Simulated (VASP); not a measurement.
Tl:

```
Tl
1.0
    -1.94100    1.94100    1.94100
     1.94100   -1.94100    1.94100
     1.94100    1.94100   -1.94100
Tl
1
Direct
  0.00000 0.00000 0.00000
```

Base run:

- Program: VASP 6.6.1
- Functional: r2SCAN
- Potentials or basis: VASP PAW PBE potentials, release 64 (Tl_d)
- Cutoff: 520 eV
- k mesh: 13 × 13 × 13
- Occupations: fermi-dirac, width 0.05 eV
- Spin: no spin polarisation

Its results: pressure 0.9 GPa.

**Question.** After a change of settings the same cell gave: pressure -2.4 GPa. Which change was it?
A. functional from r2SCAN to PBE; k mesh from 13 × 13 × 13 to 10 × 10 × 10
B. functional from r2SCAN to PBE; k mesh from 13 × 13 × 13 to 18 × 18 × 18
C. functional from r2SCAN to LDA; potentials or basis from VASP PAW PBE potentials, release 64 (Tl_d) to VASP PAW LDA potentials, release 64 (Tl_d)
D. functional from r2SCAN to PBE; k mesh from 13 × 13 × 13 to 6 × 6 × 6

**Answer.** C.

Caveats: the PAW data sets were made with another functional, which shifts forces and pressure a little (some runs).
